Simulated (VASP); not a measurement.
Runs of VASP 6.6.1 on EuOs3. The structure is that of space group Pm-3m (No. 221), or close to it. The cells are those of the table. 

| level | cell | gap on the mesh (eV) | pressure (GPa) | moment (μB) |
| --- | --- | --- | --- | --- |
| PBEsol | a = 4.063 Å, 4 atoms | none | (a) | 5.42 |
| PBE | a = 4.156 Å, 4 atoms | none | -11.9 | 5.32 |
| LDA | a = 4.063 Å, 4 atoms | none | -11.4 | 5.46 |
| PBE | a = 4.090 Å, 4 atoms | none | (b) | (c) |
| PBE | a = 4.117 Å, 4 atoms | none | -7.3 | 5.37 |

Alike in all rows: task single point; potentials or basis VASP PAW PBE potentials, release 64 (Eu, Os); spin collinear, ferromagnetic start; k mesh 8 × 8 × 8; cutoff (eV) 520; smearing gaussian 0.05 eV.

Problem. Estimate the missing entries.

Solution. (a) -8.3; (b) -3.8; (c) 5.39.

Caveats: the cell stands under tension; spin-orbit coupling is left out, which moves the levels of the heavy elements; semilocal functionals describe open f shells poorly, which spoils levels, moments and volumes; the PAW data sets were made with another functional, which shifts forces and pressure a little (at least some runs).

A k mesh can miss the band edges, and the runs leave out spin-orbit coupling on Eu, Os.

A gap of «none» marks levels without a gap at the run's occupations.
